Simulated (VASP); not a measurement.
Wanted: the native input for a VASP 6.6.1 run.

- Task: single point
- Functional: LDA
- Potentials or basis: VASP PAW LDA potentials, release 64 (Ni)
- Cutoff: 520 eV
- k mesh: 16 × 16 × 16
- Occupations: methfessel-paxton, width 0.3 eV
- Spin: collinear spin, ferromagnetic start
- Starting moments: [0.607] μB
- Dipole correction: no
- Further INCAR settings: ALGO = Normal; EDIFF = 1e-06; NBANDS = 15

The structure of Ni lies in POSCAR:

```
Ni
1.0
    0.0000000000      1.7124646296      1.7124646296
    1.7124646296      0.0000000000      1.7124646296
    1.7124646296      1.7124646296      0.0000000000
Ni
1
Direct
    0.0000000000      0.0000000000      0.0000000000
```

The input as run:

INCAR

```
SYSTEM = Ni
ALGO     = Normal         ! electronic algorithm
EDIFF    = 1E-6           ! SCF threshold, eV
ENCUT    = 520            ! plane-wave cutoff, eV
GGA      = CA             ! functional
ISIF     = 2              ! what is computed and relaxed
ISMEAR   = 1              ! smearing method
ISPIN    = 2              ! spin polarisation
LASPH    = .True.         ! aspherical terms in the spheres
LCHARG   = .True.         ! write CHGCAR
LELF     = .True.         ! ELF
LMAXMIX  = 4              ! l up to which the mixer works
LORBIT   = 11             ! projections on sites
LREAL    = .False.        ! projectors in reciprocal space
LVHAR    = .True.       
LWAVE    = .False.        ! write WAVECAR
MAGMOM   = 0.607          ! initial moments
NBANDS   = 15             ! bands
NELM     = 150            ! most SCF steps
PREC     = Accurate       ! precision mode
SIGMA    = 0.3            ! smearing width, eV
```

KPOINTS

```
k-points
0
Gamma
  16 16 16
  0 0 0
```

Potentials or basis: VASP PAW LDA potentials, release 64 (Ni).

The run is started by

```sh
$ cat potpaw_LDA.64/Ni/POTCAR > POTCAR
$ mpirun -np 1 vasp_std > vasp.out
```

Results of the run:

| Item | Value |
| --- | --- |
| Pressure | -0.5 GPa |
| Net moment | 0.59 μB per cell |
| Site moments | Ni +0.59 μB |
| Valence electrons inside the program's atomic spheres | Ni 9.47 |

Caveat: so wide a smearing shifts energies and pressures.

It took 47 s on 1 thread of Intel Xeon 8259CL, on a shared host, peak memory 0.14 GiB.
